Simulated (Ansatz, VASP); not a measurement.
## Two plane-wave programs on CdS

The input INCAR:

```
SYSTEM = CdS
PREC     = Accurate       ! precision mode
ENCUT    = 500            ! plane-wave cutoff, eV
EDIFF    = 1E-7           ! SCF threshold, eV
ISMEAR   = 0              ! smearing method
SIGMA    = 0.02           ! smearing width, eV
LREAL    = .False.        ! projectors in reciprocal space
LASPH    = .True.         ! aspherical terms in the spheres
NELM     = 120            ! most SCF steps
ALGO     = Normal         ! electronic algorithm
ISIF     = 3              ! what is computed and relaxed
LWAVE    = .False.        ! write WAVECAR
LCHARG   = .False.        ! write CHGCAR
IBRION   = 2              ! ionic algorithm
NSW      = 100            ! ionic steps
EDIFFG   = -0.002         ! ionic threshold
GGA_COMPAT= .False.      
NELMIN   = 4
```

KPOINTS

```
regular mesh
0
Gamma
  8 8 8
  0 0 0
```

POSCAR

```
CdS
1.0
    0.0000000000      2.9200000000      2.9200000000
    2.9200000000      0.0000000000      2.9200000000
    2.9200000000      2.9200000000      0.0000000000
Cd S
1 1
Direct
    0.0000000000      0.0000000000      0.0000000000
    0.2500000000      0.2500000000      0.2500000000
```

Input for Ansatz:

```yaml
crystal:
  lattice:
    - [0.0, 2.92, 2.92]
    - [2.92, 0.0, 2.92]
    - [2.92, 2.92, 0.0]
  atoms:
    - { symbol: Cd, position: [0.0, 0.0, 0.0] }
    - { symbol: S, position: [0.25, 0.25, 0.25] }
basis:
  ecutwfc: 420
kpoints:
  mp_grid: { grid: [8, 8, 8] }
hamiltonian:
  xc: lda
  pseudopotentials: { kind: paw, azcp: { folder: soft_1 } }
scf:
  occupations: { method: gaussian, width: 0.02 }
output:
  forces: true
  stress: true
  eigenvalues: true
relax:
  adjacent_minimum: "off"
  f_tol: 0.002
  max_steps: 80
  cell: { stress_tol: 0.02 }
```

Alike in both runs: task relaxation of cell and atoms; functional LDA; k mesh 8 × 8 × 8; occupations gaussian, width 0.02 eV; no spin polarisation.

|  | VASP | Ansatz |
| --- | --- | --- |
| version | VASP 6.6.1 | Ansatz 0.2.0 |
| potentials or method | VASP PAW LDA potentials, release 64 (Cd, S), cutoff 500 eV | scalar-relativistic, plane waves, PAW |
| valence electrons in the cell | 18 | 26 |

```tsv
	VASP	Ansatz	Ansatz less VASP
gap on the k mesh at the Fermi level, each at its own relaxed structure (eV)	0.96	0.95	-0.013
relaxed volume (Å³/atom)	24.04	23.84	-0.192
relaxed cell length with the largest relative difference (Å)	4.081	4.070	-0.0109
```

Ansatz warns that its potentials were made for another functional, while VASP's fit it. LDA's correlation is that of Perdew and Zunger in VASP and of Perdew and Wang (1992) in Ansatz. VASP's potentials hold 18 valence electrons a cell and Ansatz's 26, so a difference there can come from the potentials and not from the codes.
